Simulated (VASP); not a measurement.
In4O5: single point with PBE

The system is In4O5.

```
In O
1.0
     2.74350    1.58396    4.83667
    -2.74350    1.58396    4.83667
     0.00000   -3.16792    4.83667
In O
4 5
Cartesian
  0.0292 0.0213 5.1693
  -0.0029 0.0076 2.0948
  0.0251 -0.0205 9.2972
  -0.0088 -0.0110 12.4439
  -1.1020 1.5855 8.4975
  1.9381 0.1435 8.4039
  -0.8118 -1.7851 8.4701
  1.1063 -1.5794 6.0765
  -1.9154 -0.1612 6.0787
```

| Quantity | Value |
| --- | --- |
| Program | VASP 6.6.1 |
| Task | single point |
| Functional | PBE |
| Potentials or basis | VASP PAW PBE potentials, release 64 (In_d, O) |
| Cutoff | 520 eV |
| k mesh | 1 × 1 × 1 |
| Occupations | gaussian, width 0.01 eV |
| Spin | no spin polarisation |
| Dipole correction | no |
| Further INCAR settings | ALGO = Normal; EDIFF = 1e-06; NBANDS = 51 |

The pressure is 8.8 GPa, the largest force is 1.133 eV/Å and the band gap on the k mesh is 4.52 eV.

Forces on the atoms (eV/Å):
```
In  -0.006  0.050  1.118
In  -0.387 -0.244 -1.036
In  -0.245  0.500 -0.089
In   0.204  0.115  0.155
O    0.556  0.134 -0.015
O   -0.822  0.284  0.617
O    0.088 -0.165  0.070
O    0.086 -0.260 -0.363
O    0.524 -0.414 -0.456
```

Stress tensor (GPa, compression positive):
```
 8.85 -0.87 -2.50
-0.87 10.70 -1.50
-2.50 -1.50  6.96
```

Levels at points of the mesh, in eV from the valence-band top:
| k point | band 37 | band 38 | band 39 | band 40 | band 41 | band 42 | band 43 | band 44 | band 45 | band 46 |
| --- | --- | --- | --- | --- | --- | --- | --- | --- | --- | --- |
| (0.00, 0.00, 0.00) | -0.40 | -0.11 | -0.05 | -0.04 | 0.00 | 4.52 | 4.89 | 6.01 | 6.15 | 7.53 |

It took 12 s on 1 thread of Intel(R) Xeon(R) 6975P-C (Granite Rapids), with other jobs on the host, peak memory 0.29 GiB.

Caveat: the k points lie up to 1.39 Å⁻¹ apart; spin-orbit coupling is left out, which moves the levels of the heavy elements; forces of over 1 eV/Å act on the atoms, so gaps and moduli don't describe the material at rest. A k mesh can miss the band edges.
